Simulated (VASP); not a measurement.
Here is a VASP 6.6.1 calculation.

INCAR

```
SYSTEM = MgCd3Se4
PREC = Accurate ; ENCUT = 520
EDIFF = 1E-6 ; ISMEAR = 0
SIGMA = 0.02 ; LREAL = .False.
LASPH = .True. ; NELM = 80
ALGO = Normal ; ISIF = 2
LWAVE = .False. ; LCHARG = .False.
GGA = PE ; NBANDS = 41
```

File KPOINTS:

```
Automatic mesh
0
Gamma
  6 6 4
  0 0 0
```

The input POSCAR:

```
MgCd3Se4
1.0
    4.3956046558      0.0000000000      0.0000000000
    0.0000000000      4.3956046558      0.0000000000
    0.0000000000      0.0000000000     12.3672868657
Mg Cd Se
1 3 4
Direct
    0.5000000000      0.5000000000      0.5000000000
    0.0000000000      0.0000000000      0.7452671700
    0.5000000000      0.5000000000      0.0000000000
    0.0000000000      0.0000000000      0.2547328300
    0.5000000000      0.0000000000      0.1273603699
    0.0000000000      0.5000000000      0.3826276472
    0.5000000000      0.0000000000      0.6173723528
    0.0000000000      0.5000000000      0.8726396301
```

Potentials or basis: VASP PAW PBE potentials, release 64 (Mg, Cd, Se).

The run is started by

```sh
$ cat potpaw_PBE.64/Mg/POTCAR potpaw_PBE.64/Cd/POTCAR potpaw_PBE.64/Se/POTCAR > POTCAR
$ mpirun -np 1 vasp_std > vasp.out
```

Question: Predict the largest force.

Answer: 0.041 eV/Å.

Question: What does it give for the band gap on the k mesh?

Answer: 0.84 eV, direct.

Question: Estimate the pressure.

Answer: -1.1 GPa.

Forces in eV/Å, atoms in the order of the input:
```
Mg   0.000  0.000  0.000
Cd   0.000  0.000 -0.003
Cd   0.000  0.000  0.000
Cd   0.000  0.000  0.003
Se   0.000  0.000 -0.002
Se   0.000  0.000  0.041
Se   0.000  0.000 -0.041
Se   0.000  0.000  0.002
```

 A k mesh can miss the band edges.
